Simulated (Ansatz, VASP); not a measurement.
# One calculation of CdF2, two programs

INCAR

```
PREC = Accurate
ENCUT = 520
EDIFF = 1E-6
ISMEAR = 0
SIGMA = 0.05
LREAL = F
LASPH = T
NELM = 60
ALGO = Normal
ISIF = 2
LWAVE = F
LCHARG = T
GGA = PE
LELF = T
LVHAR = T
NBANDS = 20
```

The input KPOINTS:

```
regular mesh
0
Gamma
  8 8 8
```

POSCAR

```
CdF2
1.0
    0.0000000000      2.6940000000      2.6940000000
    2.6940000000      0.0000000000      2.6940000000
    2.6940000000      2.6940000000      0.0000000000
Cd F
1 2
Direct
    0.0281281451      0.0281281451      0.0281281451
    0.2500000000      0.2500000000      0.2500000000
    0.7500000000      0.7500000000      0.7500000000
```

Input for Ansatz:

```yaml
crystal:
  lattice:
    - [0.0, 2.694, 2.694]
    - [2.694, 0.0, 2.694]
    - [2.694, 2.694, 0.0]
  atoms:
    - { symbol: Cd, position: [0.0281281451, 0.0281281451, 0.0281281451] }
    - { symbol: F, position: [0.25, 0.25, 0.25] }
    - { symbol: F, position: [0.75, 0.75, 0.75] }
basis:
  ecutwfc: 420
kpoints:
  mp_grid: { grid: [8, 8, 8] }
hamiltonian:
  xc: pbe
scf:
  occupations: { method: gaussian, width: 0.05 }
output:
  forces: true
  stress: true
  eigenvalues: true
```

Change from the starting cell: all Cd atoms moved +0.263 Å, as atom 1 along Cartesian [1 1 1].

Alike in both runs: task single point; functional PBE; k mesh 8 × 8 × 8; occupations gaussian, width 0.05 eV; no spin polarisation.

```csv
,VASP,Ansatz
version,VASP 6.6.1,Ansatz 0.2.0
potentials or method,"VASP PAW PBE potentials, release 64 (Cd, F), cutoff 520 eV","scalar-relativistic, plane waves, PAW"
valence electrons in the cell,26,34
```

```tsv
	VASP	Ansatz	Ansatz less VASP
gap on the k mesh at the Fermi level (eV)	3.12	3.16	+0.043
least direct gap on the mesh (eV)	3.60	3.64	+0.035
pressure (GPa)	10.5	9.5	-1.02
traceless stress, the component that is largest in VASP (GPa)	2.99	2.74	-0.248
rms of the force components (eV/Å)	0.908	0.827	-0.0816
```

Atom by atom the forces differ by 0.082 eV/Å (rms over components). With one functional, cell and mesh, what is left measures potentials, basis and numerics. VASP's potentials hold 26 valence electrons a cell and Ansatz's 34, so a difference there can come from the potentials and not from the codes.
